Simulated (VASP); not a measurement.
# Al (Fm-3m) in VASP: notebook

Al is run at these levels: BLYP; tasks: single point, relaxation of cell and atoms.

Everything below comes from runs of VASP 6.6.1. Logs are shortened: lines on timing, memory, paths and dates and some standing lists are left out, and cuts for length are marked.

## Step 1: The cell of the first run

Symmetry: Fm-3m, No. 225, cubic system. Conventional cell: a = 4.111 Å, b = 4.111 Å, c = 4.111 Å, α = 90.00°, β = 90.00°, γ = 90.00°. Al (site symmetry m-3m) has 12 Al at 2.91 Å within 3.8 Å.

## Step 2: Single point, BLYP

File INCAR:

```
SYSTEM = Al
PREC = Accurate
ENCUT = 520
EDIFF = 1E-6
ISMEAR = -1
SIGMA = 0.1
LREAL = .False.
LASPH = .True.
NELM = 80
ALGO = Normal
ISIF = 2
LWAVE = .False.
LCHARG = .False.
GGA = B5
ALDAX = 1.0
AGGAX = 1.0
AGGAC = 1.0
ALDAC = 0.0
NBANDS = 8
```

File KPOINTS:

```
Automatic mesh
0
Gamma
  13 13 13
  0 0 0
```

File POSCAR:

```
Al
1.0
    0.0000000000      2.0556305634      2.0556305634
    2.0556305634      0.0000000000      2.0556305634
    2.0556305634      2.0556305634      0.0000000000
Al
1
Direct
    0.0000000000      0.0000000000      0.0000000000
```

Potentials or basis: VASP PAW PBE potentials, release 64 (Al).

On the command line:

```console
cat potpaw_PBE.64/Al/POTCAR > POTCAR
mpirun -np 1 vasp_std > vasp.out
```

OUTCAR:

```text
SYSTEM = Al
   PREC = Accurate
   ENCUT = 520
   EDIFF = 1E-6
   ISMEAR = -1
   LREAL = .False.
   LASPH = .True.
   NELM = 80
   ISIF = 2
   GGA = B5

 ion  position               nearest neighbor table
   1  0.000  0.000  0.000-

  LATTYP: Found a face centered cubic cell.
 ALAT       =     4.1112611268

  Lattice vectors:

 A1 = (   0.0000000000,   2.0556305634,   2.0556305634)
 A2 = (   2.0556305634,   0.0000000000,   2.0556305634)
 A3 = (   2.0556305634,   2.0556305634,   0.0000000000)

Analysis of symmetry for initial positions (statically):
=====================================================================
 Subroutine PRICEL returns:
 Original cell was already a primitive cell.

 Routine SETGRP: Setting up the symmetry group for a
 face centered cubic supercell.

 Subroutine GETGRP returns: Found 48 space group operations
 (whereof 48 operations were pure point group operations)
 out of a pool of 48 trial point group operations.

The static configuration has the point symmetry O_h .

Analysis of symmetry for dynamics (positions and initial velocities):
=====================================================================
 Subroutine PRICEL returns:
 Original cell was already a primitive cell.

 Routine SETGRP: Setting up the symmetry group for a
 face centered cubic supercell.

 Subroutine GETGRP returns: Found 48 space group operations
 (whereof 48 operations were pure point group operations)
 out of a pool of 48 trial point group operations.

The dynamic configuration has the point symmetry O_h .

 Subroutine INISYM returns: Found 48 space group operations
 (whereof 48 operations are pure point group operations),
 and found     1 'primitive' translations

----------------------------------------------------------------------------------------

                                     Primitive cell

  volume of cell :      17.3726

  direct lattice vectors                    reciprocal lattice vectors
     0.000000000  2.055630563  2.055630563    -0.243234368  0.243234368  0.243234368
     2.055630563  0.000000000  2.055630563     0.243234368 -0.243234368  0.243234368
     2.055630563  2.055630563  0.000000000     0.243234368  0.243234368 -0.243234368

  length of vectors
     2.907100622  2.907100622  2.907100622     0.421294283  0.421294283  0.421294283

  position of ions in fractional coordinates (direct lattice)
     0.000000000  0.000000000  0.000000000

  ion indices of the primitive-cell ions
   primitive index   ion index
                 1           1

----------------------------------------------------------------------------------------

 KPOINTS: Automatic mesh

Automatic generation of k-mesh.
 Grid dimensions read from file:
 generate k-points for:   13   13   13

 Generating k-lattice:

  Cartesian coordinates                     Fractional coordinates (reciprocal lattice)
    -0.018710336  0.018710336  0.018710336     0.076923077  0.000000000  0.000000000
     0.018710336 -0.018710336  0.018710336     0.000000000  0.076923077  0.000000000
     0.018710336  0.018710336 -0.018710336     0.000000000  0.000000000  0.076923077

  Length of vectors
     0.032407253  0.032407253  0.032407253

  Shift w.r.t. Gamma in fractional coordinates (k-lattice)
     0.000000000  0.000000000  0.000000000

 Subroutine IBZKPT returns following result:
 ===========================================

 Found     84 irreducible k-points:

 Following reciprocal coordinates:
            Coordinates               Weight
  0.000000  0.000000  0.000000      1.000000
  0.076923  0.000000  0.000000      8.000000
  0.153846  0.000000  0.000000      8.000000
  0.230769  0.000000  0.000000      8.000000
  0.307692  0.000000  0.000000      8.000000
  0.384615  0.000000  0.000000      8.000000
[... 16 lines left out ...]
  0.384615  0.153846  0.000000     24.000000
  0.461538  0.153846  0.000000     24.000000
 [... further k-points ...]
   k-points           NKPTS =     84   k-points in BZ     NKDIM =     84   number of bands    NBANDS=      8
   number of dos      NEDOS =    301   number of ions     NIONS =      1
   total plane-waves  NPLWV =  13824
   dimension x,y,z NGX =    24 NGY =   24 NGZ =   24
   dimension x,y,z NGXF=    48 NGYF=   48 NGZF=   48
   ions per type =               1
   NGX,Y,Z   is equivalent  to a cutoff of  13.72, 13.72, 13.72 a.u.
   NGXF,Y,Z  is equivalent  to a cutoff of  27.45, 27.45, 27.45 a.u.
 SYSTEM =  Al
   PREC   = accura    normal or accurate (medium, high low for compatibility)
   ISTART =      0    job   : 0-new  1-cont  2-samecut
   ICHARG =      2    charge: 1-file 2-atom 10-const
   ISPIN  =      1    spin polarized calculation?
   LNONCOLLINEAR =      F non collinear calculations
   LSORBIT =      F    spin-orbit coupling
   LASPH  =      T    aspherical Exc in radial PAW
   ENCUT  =  520.0 eV  38.22 Ry    6.18 a.u.   5.41  5.41  5.41*2*pi/ulx,y,z
   NELM   =     80;   NELMIN=  2; NELMDL= -5     # of ELM steps
   EDIFF  = 0.1E-05   stopping-criterion for ELM
   LREAL  =      F    real-space projection
   EDIFFG = 0.1E-04   stopping-criterion for IOM
   NSW    =      0    number of steps for IOM
   IBRION =     -1    ionic relax: 0-MD 1-quasi-New 2-CG
   NFREE  =      0    steps in history (QN), initial steepest desc. (CG)
   ISIF   =      2    stress and relaxation
   ISYM   =      2    0-nonsym 1-usesym 2-fastsym
   POTIM  = 0.5000    time-step for ionic-motion
   TEBEG  =    0.0;   TEEND  =   0.0 temperature during run
   PSTRESS=    0.0 pullay stress
   NELECT =       3.0000    total number of electrons
   NUPDOWN=      -1.0000    fix difference up-down
   EMIN   =  10.00;   EMAX   =-10.00  energy-range for DOS
   EFERMI =   0.00;   METHOD = LEGACY
   ISMEAR =    -1;   SIGMA  =   0.10  broadening in eV -4-tet -1-fermi 0-gaus
   EFERMI_NEDOS =   21; number of points for ismear=-14 and -15
   IALGO  =     38    algorithm
   IMIX   =      4    mixing-type and parameters
     AMIX     =   0.40;   BMIX     =  1.00
     AMIX_MAG =   1.60;   BMIX_MAG =  1.00
  volume/ion in A,a.u.               =      17.37       117.24
  Fermi-wavevector in a.u.,A,eV,Ry     =   0.911647  1.722764 11.307813  0.831101
  Thomas-Fermi vector in A             =   2.035951
   LORBIT       =      0    0 simple, 1 ext, 2 COOP (PROOUT), +10 PAW based schemes
   GGA     = B5    functional components
   LHFCALC =     F    Hartree Fock is set to
   AEXX    =    0.0000 exact exchange contribution
   IVDW    =     0    specifies the selected vdW correction
   LEPSILON=     F    determine dielectric tensor
   LRPA    =     F    only Hartree local field effects (RPA)
 non-spin polarized calculation
  energy-cutoff  :      520.00
  volume of cell :       17.37
 maximum number of plane-waves:       487
 NGX is ok and might be reduce to    24
   NGX = 11   NGY = 11   NGZ = 11

 number of electron       3.0000000 magnetization

 Free energy of the ion-electron system (eV)
  ---------------------------------------------------
  ext. energy  EPLUGINS =         0.00000000
  ---------------------------------------------------
  free energy    TOTEN  =        -2.70739228 eV

  energy without entropy =       -2.69228343  energy(sigma->0) =       -2.69983785

 E-fermi :   7.8771     XC(G=0):  -9.4782

 val. band max:        7.8723768414   @ k =  -0.3077   0.2308   0.0000
 cond. band min:       7.9171547727   @ k =  -0.2308   0.3846   0.1538
 fundamental gap:      0.0447779313
 Fermi energy:         7.8770651809

 k-point     1 :       0.0000    0.0000    0.0000
  band No.  band energies     occupation
      1      -2.8174      2.00000
      2      20.2439      0.00000
      3      20.2439      0.00000
      4      20.2439      0.00000
      5      21.1788      0.00000
      6      21.1788      0.00000
      7      21.1788      0.00000
      8      24.1781      0.00000

 k-point     2 :       0.0769    0.0000    0.0000
  band No.  band energies     occupation
      1      -2.6622      2.00000
      2      17.8497      0.00000
      3      19.6199      0.00000
      4      19.6199      0.00000
      5      22.0245      0.00000
      6      22.0245      0.00000
      7      22.0452      0.00000
      8      25.6150      0.00000

 k-point     3 :       0.1538    0.0000    0.0000
  band No.  band energies     occupation
      1      -2.1978      2.00000
      2      14.8486      0.00000
      3      18.9219      0.00000
      4      18.9219      0.00000
      5      22.0173      0.00000
      6      23.1027      0.00000
      7      23.1027      0.00000
      8      24.7979      0.00000

 k-point     4 :       0.2308    0.0000    0.0000
  band No.  band energies     occupation
      1      -1.4270      2.00000
      2      11.9556      0.00000
      3      18.4551      0.00000
      4      18.4551      0.00000
      5      21.8391      0.00000
      6      22.4284      0.00000
      7      22.4284      0.00000
      8      25.7157      0.00000

 k-point     5 :       0.3077    0.0000    0.0000
  band No.  band energies     occupation
      1      -0.3546      2.00000
      2       9.2627      0.00000
      3      18.2412      0.00000
      4      18.2412      0.00000
      5      21.1877      0.00000
      6      21.1877      0.00000
      7      21.7802      0.00000
      8      25.2669      0.00000
[... 177 lines left out ...]
 k-point    22 :       0.3077    0.1538    0.0000
  band No.  band energies     occupation
      1      -0.5581      2.00000
      2      11.5016      0.00000
      3      15.7626      0.00000
      4      17.1039      0.00000
      5      17.4748      0.00000
      6      21.7157      0.00000
      7      25.3988      0.00000
      8      26.3223      0.00000

 k-point    23 :       0.3846    0.1538    0.0000
  band No.  band energies     occupation
      1       0.6091      2.00000
      2       8.9146      0.00006
      3      15.6338      0.00000
      4      15.8134      0.00000
      5      17.3881      0.00000
      6      23.6316      0.00000
      7      24.2872      0.00000
      8      26.3997      0.00000

 k-point    24 :       0.4615    0.1538    0.0000
  band No.  band energies     occupation
      1       2.0677      2.00000
      2       6.5570      2.00000
      3      14.7495      0.00000
      4      15.7703      0.00000
      5      17.5719      0.00000
      6      23.3335      0.00000
      7      25.0993      0.00000
      8      27.0414      0.00000

 [... further k-points ...]

------------------------ aborting loop because EDIFF is reached ----------------------------------------

  FORCE on cell =-STRESS in cart. coord.  units (eV):
  Direction    XX          YY          ZZ          XY          YZ          ZX
  --------------------------------------------------------------------------------------
  -------------------------------------------------------------------------------------
  Total        0.0145415      0.0145415      0.0145415     -0.0000000     -0.0000000      0.0000000
  in kB        1.3410807      1.3410807      1.3410807     -0.0000000     -0.0000000      0.0000000
  external PRESSURE =       1.3410807 kB  Pullay stress =       0.0000000 kB

 VOLUME and BASIS-vectors are now :
 -----------------------------------------------------------------------------
  energy-cutoff  :      520.00
  volume of cell :       17.37
      direct lattice vectors                 reciprocal lattice vectors
     0.000000000  2.055630563  2.055630563    -0.243234368  0.243234368  0.243234368
     2.055630563  0.000000000  2.055630563     0.243234368 -0.243234368  0.243234368
     2.055630563  2.055630563  0.000000000     0.243234368  0.243234368 -0.243234368

 POSITION                                       TOTAL-FORCE (eV/Angst)
 -----------------------------------------------------------------------------------
      0.00000      0.00000      0.00000        -0.000000      0.000000     -0.000000
 -----------------------------------------------------------------------------------
    total drift:                               -0.000000     -0.000000     -0.000000

  FREE ENERGIE OF THE ION-ELECTRON SYSTEM (eV)
  ---------------------------------------------------
  free  energy   TOTEN  =        -2.7073922817 eV

  energy  without entropy=       -2.6922834254  energy(sigma->0) =       -2.69983785
```

Run time: 4.9 s. Hardware: 1 thread of Intel Xeon 6975P-C (Granite Rapids), shared host; peak memory 0.13 GiB.

What came out:

- Free energy: -2.7074 eV
- Pressure: 0.1 GPa

Levels at points of the mesh, in eV from the Fermi level:
```csv
k point,band 1,band 2,band 3,band 4,band 5
"(0.00, 0.00, 0.00)",-10.69,12.37,12.37,12.37,13.30
```

Caveat: the PAW data sets were made with another functional, which shifts forces and pressure a little.

## Step 3: Relaxation of cell and atoms, BLYP

This run uses another cell than the first one, of 16.60 Å³/atom, 0.956 times its volume.

File INCAR:

```
SYSTEM = Al
  AGGAC = 1.0
  AGGAX = 1.0
  ALDAC = 0.0
  ALDAX = 1.0
  ALGO = Normal
  EDIFF = 1E-6
  EDIFFG = -0.01
  ENCUT = 600
  GGA = B5
  IBRION = 2
  ISIF = 3
  ISMEAR = -1
  LASPH = .TRUE.
  LCHARG = .FALSE.
  LREAL = .FALSE.
  LWAVE = .FALSE.
  NELM = 100
  NSW = 80
  PREC = Accurate
  SIGMA = 0.1
```

File KPOINTS:

```
k-points
0
G
  13 13 13
  0 0 0
```

File POSCAR:

```
Al
1.0
    0.0000000000      2.0247900000      2.0247900000
    2.0247900000      0.0000000000      2.0247900000
    2.0247900000      2.0247900000      0.0000000000
Al
1
Direct
    0.0000000000      0.0000000000      0.0000000000
```

Potentials or basis: VASP PAW PBE potentials, release 64 (Al).

On the command line:

```console
cat potpaw_PBE.64/Al/POTCAR > POTCAR
mpirun -np 1 vasp_std > vasp.out
```

It took 7.4 s on 1 thread of Intel Xeon 6975P-C (Granite Rapids), shared host; peak memory 0.13 GiB.

Results (log left out):

```
Free energy                            : -2.7073 eV
Relaxed volume                         : 17.42 Å³/atom
Relaxed cell                           : a = 2.909 Å, b = 2.909 Å, c = 2.909 Å, α = 60.00°, β = 60.00°, γ = 60.00°
Space group after relaxing (to 0.05 Å) : Fm-3m (No. 225)
Energy gained by relaxing              : 7.3 meV/atom
Ionic steps                            : 3
Pressure after relaxing                : 0.0 GPa
```

Step by step:
| step | energy change (eV) | largest force (eV/Å) | pressure (GPa) | volume (Å³) |
| --- | --- | --- | --- | --- |
| 1 | 0.0000 | 0.0000 | 3.02 | 16.60 |
| 2 | -0.0073 | 0.0000 | 0.16 | 17.37 |
| 3 | -0.0073 | 0.0000 | 0.01 | 17.42 |

Final structure:
```
CELL_PARAMETERS angstrom
0.00000 2.05731 2.05731
2.05731 0.00000 2.05731
2.05731 2.05731 0.00000
ATOMIC_POSITIONS crystal
Al 0.00000 0.00000 0.00000
```

Levels at points of the mesh, in eV from the Fermi level:
| k point | band 1 | band 2 | band 3 | band 4 | band 5 |
| --- | --- | --- | --- | --- | --- |
| (0.00, 0.00, 0.00) | -10.68 | 12.35 | 12.35 | 12.35 | 13.27 |

Caveat: the PAW data sets were made with another functional, which shifts forces and pressure a little. BLYP gives volumes clearly too large for solids.

## Step 4: Single point, BLYP (volume scaled by 0.88)

File INCAR:

```
  AGGAC = 1.0
  AGGAX = 1.0
  ALDAC = 0.0
  ALDAX = 1.0
  ALGO = Normal
  EDIFF = 1E-6
  ENCUT = 520
  GGA = B5
  ISIF = 2
  ISMEAR = -1
  LASPH = True
  LCHARG = False
  LREAL = False
  LWAVE = False
  NBANDS = 8
  NELM = 60
  PREC = Accurate
  SIGMA = 0.1
```

File KPOINTS:

```
k-points
0
Gamma
  22 22 22
```

File POSCAR:

```
Al
1.0
    0.0000000000      1.9698778200      1.9698778200
    1.9698778200      0.0000000000      1.9698778200
    1.9698778200      1.9698778200      0.0000000000
Al
1
Direct
    0.0000000000      0.0000000000      0.0000000000
```

On the command line:

```console
cat potpaw_PBE.64/Al/POTCAR > POTCAR
mpirun -np 1 vasp_std > vasp.out
```

Run time: 12 s. Hardware: 1 thread of Intel Xeon 6975P-C (Granite Rapids), shared host; peak memory 0.15 GiB.

It converged, with:

| Quantity | Value |
| --- | --- |
| Free energy | -2.6515 eV |
| Pressure | 10.4 GPa |

Levels at points of the mesh, in eV from the Fermi level:
| k point | band 1 | band 2 | band 3 | band 4 |
| --- | --- | --- | --- | --- |
| (0.00, 0.00, 0.00) | -11.64 | 13.02 | 13.02 | 13.02 |
| (0.50, 0.00, 0.00) | -4.81 | -4.54 | 11.87 | 11.87 |
| (0.50, 0.50, 0.00) | -3.11 | -1.57 | 5.30 | 5.91 |

Caveat: the cell differs from its parent crystal (volume scaled by 0.88); the PAW data sets were made with another functional, which shifts forces and pressure a little.

## Step 5: Single point, BLYP (volume scaled by 0.92)

File INCAR:

```
AGGAC = 1.0
AGGAX = 1.0
ALDAC = 0.0
ALDAX = 1.0
ALGO = Normal
EDIFF = 1E-7
ENCUT = 520
GGA = B5
ISIF = 2
ISMEAR = -1
LASPH = T
LCHARG = F
LREAL = F
LWAVE = F
NBANDS = 8
NELM = 100
PREC = Accurate
SIGMA = 0.1
```

KPOINTS is that of step 4.

File POSCAR:

```
Al
1.0
    0.0000000000      1.9992833168      1.9992833168
    1.9992833168      0.0000000000      1.9992833168
    1.9992833168      1.9992833168      0.0000000000
Al
1
Direct
    0.0000000000      0.0000000000      0.0000000000
```

On the command line:

```console
cat potpaw_PBE.64/Al/POTCAR > POTCAR
mpirun -np 1 vasp_std > vasp.out
```

It took 13 s on 1 thread of Intel Xeon 6975P-C (Granite Rapids), shared host; peak memory 0.15 GiB.

The run converged. Its results:

- Free energy: -2.6869 eV
- Pressure: 6.1 GPa

Levels at points of the mesh, in eV from the Fermi level:
| k point | band 1 | band 2 | band 3 | band 4 | band 5 | band 6 |
| --- | --- | --- | --- | --- | --- | --- |
| (0.00, 0.00, 0.00) | -11.32 | 12.77 | 12.77 | 12.77 | 14.36 | 14.36 |
| (0.50, 0.00, 0.00) | -4.63 | -4.48 | 11.56 | 11.56 | 11.66 | 11.66 |
| (0.50, 0.50, 0.00) | -2.99 | -1.56 | 5.30 | 5.69 | 5.69 | 9.34 |

Caveat: the cell differs from its parent crystal (volume scaled by 0.92); the PAW data sets were made with another functional, which shifts forces and pressure a little.

## Step 6: Single point, BLYP (volume scaled by 0.96)

File INCAR:

```
AGGAC = 1.0
AGGAX = 1.0
ALDAC = 0.0
ALDAX = 1.0
ALGO = Normal
EDIFF = 1E-6
ENCUT = 520
GGA = B5
ISIF = 2
ISMEAR = -1
LASPH = T
LCHARG = T
LELF = T
LREAL = F
LVHAR = T
LWAVE = F
NBANDS = 8
NELM = 80
PREC = Accurate
SIGMA = 0.1
```

KPOINTS is that of step 5.

File POSCAR:

```
Al
1.0
    0.0000000000      2.0278483663      2.0278483663
    2.0278483663      0.0000000000      2.0278483663
    2.0278483663      2.0278483663      0.0000000000
Al
1
Direct
    0.0000000000      0.0000000000      0.0000000000
```

Potentials or basis: VASP PAW PBE potentials, release 64 (Al).

On the command line:

```console
cat potpaw_PBE.64/Al/POTCAR > POTCAR
mpirun -np 1 vasp_std > vasp.out
```

Run time: 12 s. Hardware: 1 thread of Intel Xeon 6975P-C (Granite Rapids), shared host; peak memory 0.15 GiB.

The run converged. Its results:

| Quantity | Value |
| --- | --- |
| Free energy | -2.7059 eV |
| Pressure | 2.8 GPa |

Levels at points of the mesh, in eV from the Fermi level:
```csv
k point,band 1,band 2,band 3,band 4
"(0.00, 0.00, 0.00)",-11.02,12.54,12.54,12.54
"(0.50, 0.00, 0.00)",-4.45,-4.42,11.10,11.10
"(0.50, 0.50, 0.00)",-2.88,-1.56,5.30,5.49
```

Caveat: the cell differs from its parent crystal (volume scaled by 0.96); the PAW data sets were made with another functional, which shifts forces and pressure a little.

## Step 7: The runs side by side

| task | cell | k mesh | cutoff (eV) | gap on the mesh (eV) | pressure (GPa) |
| --- | --- | --- | --- | --- | --- |
| single point | a = 2.907 Å, angles 60.0°, 1 atom | 13 × 13 × 13 | 520 | none | 0.1 |
| relaxation of cell and atoms | relaxed from a = 2.863 Å, angles 60.0°, 1 atom | 13 × 13 × 13 | 600 | none | 0.0 |
| single point | a = 2.786 Å, angles 60.0°, 1 atom | 22 × 22 × 22 | 520 | none | 10.4 |
| single point | a = 2.827 Å, angles 60.0°, 1 atom | 22 × 22 × 22 | 520 | none | 6.1 |
| single point | a = 2.868 Å, angles 60.0°, 1 atom | 22 × 22 × 22 | 520 | none | 2.8 |

Alike in all rows: level BLYP; potentials or basis VASP PAW PBE potentials, release 64 (Al); no spin polarisation; smearing fermi-dirac 0.1 eV.

Caveats: the PAW data sets were made with another functional, which shifts forces and pressure a little.

Total energies depend on the potentials used, so only differences within one code and one set of settings carry meaning.
